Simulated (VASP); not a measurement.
A run of VASP 6.6.1 is set up as follows.

Contents of POSCAR:

```
KZnF3
1.0
    4.1032955855      0.0000000000      0.0000000000
    0.0000000000      4.1032955855      0.0000000000
    0.0000000000      0.0000000000      4.1032955855
Zn K F
1 1 3
Direct
    0.5000000000      0.5000000000      0.5000000000
    0.0000000000      0.0000000000      0.0000000000
    0.5000000000      0.0000000000      0.5000000000
    0.0000000000      0.5000000000      0.5000000000
    0.5000000000      0.5000000000      0.0000000000
```

Contents of INCAR.step1:

```
PREC = Accurate
ENCUT = 520
ISMEAR = -1
SIGMA = 0.05
LREAL = False
LASPH = True
NELM = 80
NBANDS = 29
GGA = PE
ALGO = Normal
EDIFF = 1E-4
LWAVE = True
LCHARG = False
```

INCAR.step2

```
PREC = Accurate
ENCUT = 520
EDIFF = 1E-6
ISMEAR = -1
SIGMA = 0.05
LREAL = False
LASPH = True
NELM = 80
ALGO = Normal
ISIF = 2
LWAVE = False
LCHARG = False
METAGGA = R2SCAN
LMIXTAU = True
NBANDS = 29
ISTART = 1
```

Contents of KPOINTS:

```
Automatic mesh
0
Gamma
  7 7 7
```

Potentials or basis: VASP PAW PBE potentials, release 64 (Zn, K_sv, F).

The run is started by

```console
$ cat potpaw_PBE.64/Zn/POTCAR potpaw_PBE.64/K_sv/POTCAR potpaw_PBE.64/F/POTCAR > POTCAR
$ cp INCAR.step1 INCAR
$ mpirun -np 1 vasp_std > vasp.out
$ cp INCAR.step2 INCAR
$ mpirun -np 1 vasp_std > vasp.out
```

Problem. What does it give for the pressure?

Solution. -3.1 GPa.

Problem. Predict the band gap on the k mesh.

Solution. 4.58 eV (least direct gap 6.22 eV).

Caveat: the cell stands under tension; the PAW data sets were made with another functional, which shifts forces and pressure a little; an odd mesh through Γ misses points on the zone boundary, where band edges can lie.
